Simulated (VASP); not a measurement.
# C in VASP: single point with PBEsol+D4

Aim: the single point of C with PBEsol+D4.

Program: VASP 6.6.1. These are calculated values, not measurements. Logs are shortened: lines on timing, memory, paths and dates and some standing lists are left out, and cuts for length are marked.

**1. The cell of the first run**

The cell holds a slab with vacuum, 2 atoms: a = 2.457 Å, b = 2.457 Å, c = 20.846 Å, α = 90.00°, β = 90.00°, γ = 120.00°.

**2. Single point, PBEsol+D4**

INCAR reads:

```
PREC = Accurate
ENCUT = 520
EDIFF = 1E-6
ISMEAR = 0
SIGMA = 0.04
LREAL = F
LASPH = T
NELM = 120
ALGO = Normal
ISIF = 2
LWAVE = F
LCHARG = T
LDIPOL = T
IDIPOL = 3
DIPOL = 0.5 0.5 0.619
GGA = PS
IVDW = 13
LELF = T
LVHAR = T
LVACPOTAV = T
NBANDS = 11
GGA_COMPAT = F
NELMDL = -8
```

KPOINTS reads:

```
Automatic mesh
0
Gamma
  15 15 1
```

POSCAR reads:

```
C
1.0
    2.4570611715      0.0000000000      0.0000000000
   -1.2285305858      2.1278773932      0.0000000000
    0.0000000000      0.0000000000     20.8458746732
C
2
Direct
    1.0000000000      0.0000000000      0.6187874403
    0.3333333333      0.6666666667      0.6198856862
```

Potentials or basis: VASP PAW PBE potentials, release 64 (C).

Launch:

```
$ cat potpaw_PBE.64/C/POTCAR > POTCAR
$ mpirun -np 1 vasp_std > vasp.out
```

OUTCAR:

```text
PREC = Accurate
   ENCUT = 520
   EDIFF = 1E-6
   ISMEAR = 0
   LREAL = F
   LASPH = T
   NELM = 120
   ISIF = 2
   GGA = PS
   IVDW = 13
   NELMDL = -8

 ion  position               nearest neighbor table
   1  0.000  0.000  0.619-   2 1.42   2 1.42   2 1.42
   2  0.333  0.667  0.620-   1 1.42   1 1.42   1 1.42

  LATTYP: Found a hexagonal cell.
 ALAT       =     2.4570611715
 C/A-ratio  =     8.4840682499

  Lattice vectors:

 A1 = (   2.4570611715,   0.0000000000,   0.0000000000)
 A2 = (  -1.2285305858,   2.1278773932,   0.0000000000)
 A3 = (   0.0000000000,   0.0000000000,  20.8458746732)

Analysis of symmetry for initial positions (statically):
=====================================================================
 Subroutine PRICEL returns:
 Original cell was already a primitive cell.

 Routine SETGRP: Setting up the symmetry group for a
 hexagonal supercell.

 Subroutine GETGRP returns: Found 12 space group operations
 (whereof  6 operations were pure point group operations)
 out of a pool of 24 trial point group operations.

The static configuration has the point symmetry C_3v.
 The point group associated with its full space group is D_3d.

Analysis of symmetry for dynamics (positions and initial velocities):
=====================================================================
 Subroutine PRICEL returns:
 Original cell was already a primitive cell.

 Routine SETGRP: Setting up the symmetry group for a
 hexagonal supercell.

 Subroutine GETGRP returns: Found 12 space group operations
 (whereof  6 operations were pure point group operations)
 out of a pool of 24 trial point group operations.

The dynamic configuration has the point symmetry C_3v.
 The point group associated with its full space group is D_3d.

 Subroutine INISYM returns: Found 12 space group operations
 (whereof  6 operations are pure point group operations),
 and found     1 'primitive' translations

----------------------------------------------------------------------------------------

                                     Primitive cell

  volume of cell :     108.9890

  direct lattice vectors                    reciprocal lattice vectors
     2.457061171  0.000000000  0.000000000     0.406990274  0.234975944  0.000000000
    -1.228530586  2.127877393  0.000000000     0.000000000  0.469951889  0.000000000
     0.000000000  0.000000000 20.845874673     0.000000000  0.000000000  0.047971122

  length of vectors
     2.457061171  2.457061172 20.845874673     0.469951889  0.469951889  0.047971122

  position of ions in fractional coordinates (direct lattice)
     0.000000000  0.000000000  0.618787440
     0.333333333  0.666666667  0.619885686

  ion indices of the primitive-cell ions
   primitive index   ion index
                 1           1
                 2           2

----------------------------------------------------------------------------------------

 KPOINTS: Automatic mesh

Automatic generation of k-mesh.
 Grid dimensions read from file:
 generate k-points for:   15   15    1

 Generating k-lattice:

  Cartesian coordinates                     Fractional coordinates (reciprocal lattice)
     0.027132685  0.015665063  0.000000000     0.066666667  0.000000000  0.000000000
     0.000000000  0.031330126  0.000000000     0.000000000  0.066666667  0.000000000
     0.000000000  0.000000000  0.047971122     0.000000000  0.000000000  1.000000000

  Length of vectors
     0.031330126  0.031330126  0.047971122

  Shift w.r.t. Gamma in fractional coordinates (k-lattice)
     0.000000000  0.000000000  0.000000000

 Subroutine IBZKPT returns following result:
 ===========================================

 Found     27 irreducible k-points:

 Following reciprocal coordinates:
            Coordinates               Weight
  0.000000  0.000000  0.000000      1.000000
  0.066667  0.000000  0.000000      6.000000
  0.133333 -0.000000  0.000000      6.000000
  0.200000 -0.000000  0.000000      6.000000
  0.266667 -0.000000  0.000000      6.000000
  0.333333 -0.000000  0.000000      6.000000
[... 16 lines left out ...]
  0.333333  0.200000  0.000000     12.000000
  0.400000  0.200000  0.000000      6.000000
 [... further k-points ...]
   k-points           NKPTS =     27   k-points in BZ     NKDIM =     27   number of bands    NBANDS=     11
   number of dos      NEDOS =    301   number of ions     NIONS =      2
   total plane-waves  NPLWV =  51840
   dimension x,y,z NGX =    18 NGY =   18 NGZ =  160
   dimension x,y,z NGXF=    36 NGYF=   36 NGZF=  320
   ions per type =               2
   NGX,Y,Z   is equivalent  to a cutoff of  12.18, 12.18, 12.76 a.u.
   NGXF,Y,Z  is equivalent  to a cutoff of  24.36, 24.36, 25.52 a.u.
 SYSTEM =  unknown system
   PREC   = accura    normal or accurate (medium, high low for compatibility)
   ISTART =      0    job   : 0-new  1-cont  2-samecut
   ICHARG =      2    charge: 1-file 2-atom 10-const
   ISPIN  =      1    spin polarized calculation?
   LNONCOLLINEAR =      F non collinear calculations
   LSORBIT =      F    spin-orbit coupling
   LASPH  =      T    aspherical Exc in radial PAW
   ENCUT  =  520.0 eV  38.22 Ry    6.18 a.u.   4.57  4.57 38.76*2*pi/ulx,y,z
   NELM   =    120;   NELMIN=  2; NELMDL= -8     # of ELM steps
   EDIFF  = 0.1E-05   stopping-criterion for ELM
   LREAL  =      F    real-space projection
   EDIFFG = 0.1E-04   stopping-criterion for IOM
   NSW    =      0    number of steps for IOM
   IBRION =     -1    ionic relax: 0-MD 1-quasi-New 2-CG
   NFREE  =      0    steps in history (QN), initial steepest desc. (CG)
   ISIF   =      2    stress and relaxation
   ISYM   =      2    0-nonsym 1-usesym 2-fastsym
   POTIM  = 0.5000    time-step for ionic-motion
   TEBEG  =    0.0;   TEEND  =   0.0 temperature during run
   PSTRESS=    0.0 pullay stress
   NELECT =       8.0000    total number of electrons
   NUPDOWN=      -1.0000    fix difference up-down
   EMIN   =  10.00;   EMAX   =-10.00  energy-range for DOS
   EFERMI =   0.00;   METHOD = LEGACY
   ISMEAR =     0;   SIGMA  =   0.04  broadening in eV -4-tet -1-fermi 0-gaus
   EFERMI_NEDOS =   21; number of points for ismear=-14 and -15
   IALGO  =     38    algorithm
   IMIX   =      4    mixing-type and parameters
     AMIX     =   0.40;   BMIX     =  1.00
     AMIX_MAG =   1.60;   BMIX_MAG =  1.00
  volume/ion in A,a.u.               =      54.49       367.75
  Fermi-wavevector in a.u.,A,eV,Ry     =   0.685452  1.295317  6.392628  0.469845
  Thomas-Fermi vector in A             =   1.765398
   LORBIT       =      0    0 simple, 1 ext, 2 COOP (PROOUT), +10 PAW based schemes
   GGA     = PS    functional components
   LHFCALC =     F    Hartree Fock is set to
   AEXX    =    0.0000 exact exchange contribution
   IVDW    =    13    specifies the selected vdW correction
   LEPSILON=     F    determine dielectric tensor
   LRPA    =     F    only Hartree local field effects (RPA)
 non-spin polarized calculation
 Gauss-broadening in eV      SIGMA  =   0.04
  energy-cutoff  :      520.00
  volume of cell :      108.99
 maximum number of plane-waves:      2978
   NGX =  9   NGY =  9   NGZ = 77

 dipolmoment           0.000000      0.000000      0.000002 electrons x Angstroem

 number of electron       7.9999998 magnetization

 dipolmoment           0.000000      0.000000     -0.000002 electrons x Angstroem

 Free energy of the ion-electron system (eV)
  ---------------------------------------------------
  ext. energy  EPLUGINS =         0.00000000
  ---------------------------------------------------
  free energy    TOTEN  =       -19.27595321 eV

  energy without entropy =      -19.27555200  energy(sigma->0) =      -19.27575261

 E-fermi :  -2.8500     XC(G=0):  -2.1069

 val. band max:       -2.8499764613   @ k =   0.3333   0.3333   0.0000
 cond. band min:      -2.8499703522   @ k =   0.3333   0.3333   0.0000
 fundamental gap:      0.0000061091
 Fermi energy:        -2.8499734066

 k-point     1 :       0.0000    0.0000    0.0000
  band No.  band energies     occupation
      1     -22.4190      2.00000
      2     -10.5699      2.00000
      3      -5.8462      2.00000
      4      -5.8462      2.00000
      5       0.5232      0.00000
      6       1.3302      0.00000
      7       1.4816      0.00000
      8       2.4198      0.00000
      9       2.8136      0.00000
     10       4.3477      0.00000
     11       4.8921      0.00000

 k-point     2 :       0.0667    0.0000    0.0000
  band No.  band energies     occupation
      1     -22.3133      2.00000
      2     -10.4431      2.00000
      3      -6.2722      2.00000
      4      -6.0728      2.00000
      5       0.6663      0.00000
      6       1.4758      0.00000
      7       1.6289      0.00000
      8       2.5658      0.00000
      9       2.9590      0.00000
     10       4.4923      0.00000
     11       5.0307      0.00000

 k-point     3 :       0.1333   -0.0000    0.0000
  band No.  band energies     occupation
      1     -21.9967      2.00000
      2     -10.0646      2.00000
      3      -7.4051      2.00000
      4      -6.6460      2.00000
      5       1.0956      0.00000
      6       1.9122      0.00000
      7       2.0708      0.00000
      8       3.0036      0.00000
      9       3.3952      0.00000
     10       4.9252      0.00000
     11       5.4071      0.00000
[... 267 lines left out ...]
 k-point    23 :       0.3333    0.2000    0.0000
  band No.  band energies     occupation
      1     -17.4499      2.00000
      2     -14.4986      2.00000
      3     -11.6024      2.00000
      4      -5.0269      2.00000
      5      -0.8028      0.00000
      6       7.4479      0.00000
      7       7.9500      0.00000
      8       8.1420      0.00000
      9       8.6985      0.00000
     10       9.1968      0.00000
     11       9.9290      0.00000

 k-point    24 :       0.4000    0.2000    0.0000
  band No.  band energies     occupation
      1     -16.4866      2.00000
      2     -15.5742      2.00000
      3     -11.7340      2.00000
      4      -4.3660      2.00000
      5      -1.5533      0.00000
      6       8.0657      0.00000
      7       8.4574      0.00000
      8       9.2060      0.00000
      9       9.4123      0.00000
     10      10.4858      0.00000
     11      10.7485      0.00000

 [... further k-points ...]

------------------------ aborting loop because EDIFF is reached ----------------------------------------

  DFT-D4 for vdW energy calculation

  Edisp (eV):   -0.09777

  FORCE on cell =-STRESS in cart. coord.  units (eV):
  Direction    XX          YY          ZZ          XY          YZ          ZX
  --------------------------------------------------------------------------------------
  -------------------------------------------------------------------------------------
  Total       0.11326     0.11326    -0.01950    -0.00000     0.00000     0.00000
  in kB       1.66490     1.66490    -0.28669    -0.00000     0.00000     0.00000
  external pressure =        1.01 kB  Pullay stress =        0.00 kB

 VOLUME and BASIS-vectors are now :
 -----------------------------------------------------------------------------
  energy-cutoff  :      520.00
  volume of cell :      108.99
      direct lattice vectors                 reciprocal lattice vectors
     2.457061171  0.000000000  0.000000000     0.406990274  0.234975944  0.000000000
    -1.228530586  2.127877393  0.000000000     0.000000000  0.469951889  0.000000000
     0.000000000  0.000000000 20.845874673     0.000000000  0.000000000  0.047971122

 POSITION                                       TOTAL-FORCE (eV/Angst)
 -----------------------------------------------------------------------------------
      0.00000      0.00000     12.89917        -0.000000     -0.000000      0.387177
     -0.00000      1.41858     12.92206         0.000000      0.000000     -0.387177
 -----------------------------------------------------------------------------------
    total drift:                                0.000000     -0.000000     -0.000021

  FREE ENERGIE OF THE ION-ELECTRON SYSTEM (eV)
  ---------------------------------------------------
  free  energy   TOTEN  =       -19.3737231245 eV

  energy  without entropy=      -19.3733219230  energy(sigma->0) =      -19.37352252

 vacuum level on the upper side and lower side of the slab         1.451         1.451
```

Run time: 22 s. Hardware: 1 thread of Intel Xeon 6975P-C (Granite Rapids), shared host; peak memory 0.21 GiB.

Results:

```yaml
Free_energy: -19.3737 eV
Largest_force: 0.387 eV/Å
Band_gap_on_the_k_mesh: zero (filled and empty bands touch)
Dispersion_energy_per_atom: -0.049 eV
```

Forces on the atoms (eV/Å):
```
C    0.000  0.000  0.387
C    0.000  0.000 -0.387
```

Levels at points of the mesh, in eV from the Fermi level:
```tsv
k point	band 1	band 2	band 3	band 4	band 5	band 6	band 7	band 8
(0.00, 0.00, 0.00)	-19.57	-7.72	-3.00	-3.00	3.37	4.18	4.33	5.27
```

Caveat: the PAW data sets were made with another functional, which shifts forces and pressure a little.
